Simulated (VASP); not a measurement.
# NbC4 (Pm-3m) in VASP: notebook, part 2 of 2

VASP 6.6.1. The steps go on from the part before.

## 3. Single point, PBE

This run uses another cell than the first one, of 14.52 Å³/atom, 1.616 times its volume.

INCAR

```
SYSTEM = NbC4
ALGO = Normal ; EDIFF = 1E-7
ENCUT = 520 ; GGA = PE
ISIF = 2 ; ISMEAR = 0
LASPH = .TRUE. ; LCHARG = .TRUE.
LELF = .TRUE. ; LREAL = .FALSE.
LVHAR = .TRUE. ; LWAVE = .FALSE.
NBANDS = 22 ; NELM = 100
PREC = Accurate ; SIGMA = 0.1
```

KPOINTS

```
k-points
0
G
  10 10 10
  0 0 0
```

POSCAR

```
NbC4
1.0
    4.1718012452      0.0000000000      0.0000000000
    0.0000000000      4.1718012452      0.0000000000
    0.0000000000      0.0000000000      4.1718012452
Nb C
1 4
Direct
    0.0000000000      0.0000000000      0.0000000000
    0.5000000000      0.0000000000      0.0000000000
    0.0000000000      0.5000000000      0.0000000000
    0.0000000000      0.0000000000      0.5000000000
    0.5000000000      0.5000000000      0.5000000000
```

Potentials or basis: VASP PAW PBE potentials, release 64 (Nb_sv, C).

Run with:

```console
> cat potpaw_PBE.64/Nb_sv/POTCAR potpaw_PBE.64/C/POTCAR > POTCAR
> mpirun -np 1 vasp_std > vasp.out
```

OUTCAR:

```text
SYSTEM = NbC4
   EDIFF = 1E-7
   ENCUT = 520
   GGA = PE
   ISIF = 2
   ISMEAR = 0
   LASPH = .TRUE.
   LREAL = .FALSE.
   NELM = 100
   PREC = Accurate

 ion  position               nearest neighbor table
   1  0.000  0.000  0.000-   2 2.09   3 2.09   4 2.09   4 2.09   3 2.09   2 2.09
   2  0.500  0.000  0.000-   1 2.09   1 2.09
   3  0.000  0.500  0.000-   1 2.09   1 2.09
   4  0.000  0.000  0.500-   1 2.09   1 2.09
   5  0.500  0.500  0.500-

  LATTYP: Found a simple cubic cell.
 ALAT       =     4.1718012452

  Lattice vectors:

 A1 = (   4.1718012452,   0.0000000000,   0.0000000000)
 A2 = (   0.0000000000,   4.1718012452,   0.0000000000)
 A3 = (   0.0000000000,   0.0000000000,   4.1718012452)

Analysis of symmetry for initial positions (statically):
=====================================================================
 Subroutine PRICEL returns:
 Original cell was already a primitive cell.

 Routine SETGRP: Setting up the symmetry group for a
 simple cubic supercell.

 Subroutine GETGRP returns: Found 48 space group operations
 (whereof 48 operations were pure point group operations)
 out of a pool of 48 trial point group operations.

The static configuration has the point symmetry O_h .

Analysis of symmetry for dynamics (positions and initial velocities):
=====================================================================
 Subroutine PRICEL returns:
 Original cell was already a primitive cell.

 Routine SETGRP: Setting up the symmetry group for a
 simple cubic supercell.

 Subroutine GETGRP returns: Found 48 space group operations
 (whereof 48 operations were pure point group operations)
 out of a pool of 48 trial point group operations.

The dynamic configuration has the point symmetry O_h .

 Subroutine INISYM returns: Found 48 space group operations
 (whereof 48 operations are pure point group operations),
 and found     1 'primitive' translations

----------------------------------------------------------------------------------------

                                     Primitive cell

  volume of cell :      72.6057

  direct lattice vectors                    reciprocal lattice vectors
     4.171801245  0.000000000  0.000000000     0.239704612  0.000000000  0.000000000
     0.000000000  4.171801245  0.000000000     0.000000000  0.239704612  0.000000000
     0.000000000  0.000000000  4.171801245     0.000000000  0.000000000  0.239704612

  length of vectors
     4.171801245  4.171801245  4.171801245     0.239704612  0.239704612  0.239704612

  position of ions in fractional coordinates (direct lattice)
     0.000000000  0.000000000  0.000000000
     0.500000000  0.000000000  0.000000000
     0.000000000  0.500000000  0.000000000
     0.000000000  0.000000000  0.500000000
     0.500000000  0.500000000  0.500000000

  ion indices of the primitive-cell ions
   primitive index   ion index
                 1           1
                 2           2
                 3           3
                 4           4
                 5           5

----------------------------------------------------------------------------------------

 KPOINTS: k-points

Automatic generation of k-mesh.
 Grid dimensions read from file:
 generate k-points for:   10   10   10

 Generating k-lattice:

  Cartesian coordinates                     Fractional coordinates (reciprocal lattice)
     0.023970461  0.000000000  0.000000000     0.100000000  0.000000000  0.000000000
     0.000000000  0.023970461  0.000000000     0.000000000  0.100000000  0.000000000
     0.000000000  0.000000000  0.023970461     0.000000000  0.000000000  0.100000000

  Length of vectors
     0.023970461  0.023970461  0.023970461

  Shift w.r.t. Gamma in fractional coordinates (k-lattice)
     0.000000000  0.000000000  0.000000000

 Subroutine IBZKPT returns following result:
 ===========================================

 Found     56 irreducible k-points:

 Following reciprocal coordinates:
            Coordinates               Weight
  0.000000  0.000000  0.000000      1.000000
  0.100000  0.000000  0.000000      6.000000
  0.200000  0.000000  0.000000      6.000000
  0.300000  0.000000  0.000000      6.000000
  0.400000  0.000000  0.000000      6.000000
  0.500000  0.000000  0.000000      3.000000
[... 16 lines left out ...]
  0.200000  0.100000  0.100000     24.000000
  0.300000  0.100000  0.100000     24.000000
 [... further k-points ...]
   k-points           NKPTS =     56   k-points in BZ     NKDIM =     56   number of bands    NBANDS=     22
   number of dos      NEDOS =    301   number of ions     NIONS =      5
   total plane-waves  NPLWV =  32768
   dimension x,y,z NGX =    32 NGY =   32 NGZ =   32
   dimension x,y,z NGXF=    64 NGYF=   64 NGZF=   64
   ions per type =               1   4
   NGX,Y,Z   is equivalent  to a cutoff of  12.75, 12.75, 12.75 a.u.
   NGXF,Y,Z  is equivalent  to a cutoff of  25.50, 25.50, 25.50 a.u.
 SYSTEM =  NbC4
   PREC   = accura    normal or accurate (medium, high low for compatibility)
   ISTART =      0    job   : 0-new  1-cont  2-samecut
   ICHARG =      2    charge: 1-file 2-atom 10-const
   ISPIN  =      1    spin polarized calculation?
   LNONCOLLINEAR =      F non collinear calculations
   LSORBIT =      F    spin-orbit coupling
   LASPH  =      T    aspherical Exc in radial PAW
   ENCUT  =  520.0 eV  38.22 Ry    6.18 a.u.   7.76  7.76  7.76*2*pi/ulx,y,z
   NELM   =    100;   NELMIN=  2; NELMDL= -5     # of ELM steps
   EDIFF  = 0.1E-06   stopping-criterion for ELM
   LREAL  =      F    real-space projection
   EDIFFG = 0.1E-05   stopping-criterion for IOM
   NSW    =      0    number of steps for IOM
   IBRION =     -1    ionic relax: 0-MD 1-quasi-New 2-CG
   NFREE  =      0    steps in history (QN), initial steepest desc. (CG)
   ISIF   =      2    stress and relaxation
   ISYM   =      2    0-nonsym 1-usesym 2-fastsym
   POTIM  = 0.5000    time-step for ionic-motion
   TEBEG  =    0.0;   TEEND  =   0.0 temperature during run
   PSTRESS=    0.0 pullay stress
   NELECT =      29.0000    total number of electrons
   NUPDOWN=      -1.0000    fix difference up-down
   EMIN   =  10.00;   EMAX   =-10.00  energy-range for DOS
   EFERMI =   0.00;   METHOD = LEGACY
   ISMEAR =     0;   SIGMA  =   0.10  broadening in eV -4-tet -1-fermi 0-gaus
   EFERMI_NEDOS =   21; number of points for ismear=-14 and -15
   IALGO  =     38    algorithm
   IMIX   =      4    mixing-type and parameters
     AMIX     =   0.40;   BMIX     =  1.00
     AMIX_MAG =   1.60;   BMIX_MAG =  1.00
  volume/ion in A,a.u.               =      14.52        97.99
  Fermi-wavevector in a.u.,A,eV,Ry     =   1.205639  2.278327 19.776952  1.453565
  Thomas-Fermi vector in A             =   2.341329
   LORBIT       =      0    0 simple, 1 ext, 2 COOP (PROOUT), +10 PAW based schemes
   GGA     = PE    functional components
   LHFCALC =     F    Hartree Fock is set to
   AEXX    =    0.0000 exact exchange contribution
   IVDW    =     0    specifies the selected vdW correction
   LEPSILON=     F    determine dielectric tensor
   LRPA    =     F    only Hartree local field effects (RPA)
 non-spin polarized calculation
 Gauss-broadening in eV      SIGMA  =   0.10
  energy-cutoff  :      520.00
  volume of cell :       72.61
 maximum number of plane-waves:      1988
 NGX is ok and might be reduce to    32
   NGX = 15   NGY = 15   NGZ = 15

 number of electron      29.0000002 magnetization

 Free energy of the ion-electron system (eV)
  ---------------------------------------------------
  ext. energy  EPLUGINS =         0.00000000
  ---------------------------------------------------
  free energy    TOTEN  =       -30.21177773 eV

  energy without entropy =      -30.18827611  energy(sigma->0) =      -30.20002692

 E-fermi :   3.3741     XC(G=0): -10.1326

 val. band max:        3.3522640009   @ k =   0.5000   0.4000   0.2000
 cond. band min:       3.3769817998   @ k =   0.3000   0.3000   0.1000
 fundamental gap:      0.0247177989
 Fermi energy:         3.3741256905

 k-point     1 :       0.0000    0.0000    0.0000
  band No.  band energies     occupation
      1     -50.8321      2.00000
      2     -27.0502      2.00000
      3     -27.0502      2.00000
      4     -27.0502      2.00000
      5      -8.1893      2.00000
      6      -5.8883      2.00000
[... 574 lines left out ...]
      6      -5.8060      2.00000
[... 14 lines left out ...]
     21       5.9520      0.00000
     22       7.4589      0.00000

 [... further k-points ...]
[... 5 lines left out ...]
  --------------------------------------------------------------------------------------
  -------------------------------------------------------------------------------------
  Total       -0.1165469     -0.1165469     -0.1165469     -0.0000000     -0.0000000      0.0000000
  in kB       -2.5718205     -2.5718205     -2.5718205     -0.0000000     -0.0000000      0.0000000
  external PRESSURE =      -2.5718205 kB  Pullay stress =       0.0000000 kB

 VOLUME and BASIS-vectors are now :
 -----------------------------------------------------------------------------
  energy-cutoff  :      520.00
  volume of cell :       72.61
      direct lattice vectors                 reciprocal lattice vectors
     4.171801245  0.000000000  0.000000000     0.239704612  0.000000000  0.000000000
     0.000000000  4.171801245  0.000000000     0.000000000  0.239704612  0.000000000
     0.000000000  0.000000000  4.171801245     0.000000000  0.000000000  0.239704612

 POSITION                                       TOTAL-FORCE (eV/Angst)
 -----------------------------------------------------------------------------------
      0.00000      0.00000      0.00000         0.000000      0.000000      0.000000
      2.08590      0.00000      0.00000         0.000000      0.000000      0.000000
      0.00000      2.08590      0.00000         0.000000      0.000000      0.000000
      0.00000      0.00000      2.08590         0.000000      0.000000      0.000000
      2.08590      2.08590      2.08590         0.000000      0.000000      0.000000
 -----------------------------------------------------------------------------------
    total drift:                                0.000000      0.000000     -0.000000

  FREE ENERGIE OF THE ION-ELECTRON SYSTEM (eV)
  ---------------------------------------------------
  free  energy   TOTEN  =       -30.2117777278 eV

  energy  without entropy=      -30.1882761081  energy(sigma->0) =      -30.20002692
```

OSZICAR:

```text
N       E                     dE             d eps       ncg     rms          rms(c)
DAV:   1     0.189257919604E+03    0.18926E+03   -0.14106E+04  2464   0.121E+03
DAV:   2    -0.194566108032E+02   -0.20871E+03   -0.19920E+03  3394   0.360E+02
DAV:   3    -0.326314879197E+02   -0.13175E+02   -0.12678E+02  3870   0.720E+01
DAV:   4    -0.333360462650E+02   -0.70456E+00   -0.69625E+00  3788   0.154E+01
DAV:   5    -0.333527223106E+02   -0.16676E-01   -0.16647E-01  3692   0.220E+00    0.150E+01
DAV:   6    -0.329621700172E+02    0.39055E+00   -0.12589E+01  3244   0.226E+01    0.134E+01
DAV:   7    -0.306309777340E+02    0.23312E+01   -0.23713E+01  3334   0.139E+01    0.556E+00
DAV:   8    -0.302338074499E+02    0.39717E+00   -0.92428E-01  3164   0.571E+00    0.295E+00
DAV:   9    -0.302429124304E+02   -0.91050E-02   -0.36720E-01  3146   0.316E+00    0.146E+00
DAV:  10    -0.302234050513E+02    0.19507E-01   -0.26186E-01  3472   0.191E+00    0.846E-01
DAV:  11    -0.302120565922E+02    0.11348E-01   -0.19340E-02  3280   0.649E-01    0.268E-01
DAV:  12    -0.302123494793E+02   -0.29289E-03   -0.16026E-03  3390   0.322E-01    0.172E-01
DAV:  13    -0.302117722584E+02    0.57722E-03   -0.15001E-03  3730   0.152E-01    0.191E-02
DAV:  14    -0.302117799406E+02   -0.76822E-05   -0.83173E-05  2848   0.533E-02    0.142E-02
DAV:  15    -0.302117819583E+02   -0.20177E-05   -0.11094E-05  4084   0.220E-02    0.161E-02
DAV:  16    -0.302117779551E+02    0.40032E-05   -0.13179E-05  3256   0.138E-02    0.489E-03
DAV:  17    -0.302117777434E+02    0.21173E-06   -0.13543E-06  3146   0.573E-03    0.149E-03
DAV:  18    -0.302117777278E+02    0.15584E-07   -0.21218E-07  2694   0.225E-03
   1 F= -.30211778E+02 E0= -.30200027E+02  d E =-.235016E-01
```

stdout:

```text
POSCAR found type information on POSCAR NbC
 POSCAR found :  2 types and       5 ions
 scaLAPACK will be used
 LDA part: xc-table for (Slater+PW92), standard interpolation
 POSCAR, INCAR and KPOINTS ok, starting setup
 FFT: planning ... GRIDC
 FFT: planning ... GRID_SOFT
 FFT: planning ... GRID
 WAVECAR not read
 entering main loop
```

Wall time 42 s (1 thread of Intel Xeon 6975P-C (Granite Rapids), shared host); peak memory 0.22 GiB.

Results:

```
Free energy : -30.2118 eV
Pressure    : -0.3 GPa
```

Levels at points of the mesh, in eV from the Fermi level:
| k point | band 11 | band 12 | band 13 | band 14 | band 15 | band 16 | band 17 | band 18 |
| --- | --- | --- | --- | --- | --- | --- | --- | --- |
| (0.00, 0.00, 0.00) | -2.30 | 0.80 | 0.80 | 0.80 | 0.89 | 0.89 | 0.89 | 1.22 |
| (0.50, 0.00, 0.00) | -2.42 | -0.77 | -0.77 | 0.15 | 0.19 | 0.25 | 0.85 | 0.85 |
| (0.50, 0.50, 0.00) | -3.09 | -1.85 | -1.85 | -1.45 | -1.45 | -0.07 | 0.40 | 2.05 |
| (0.50, 0.50, 0.50) | -4.43 | -3.90 | -3.90 | -3.62 | 1.07 | 1.07 | 1.07 | 2.43 |
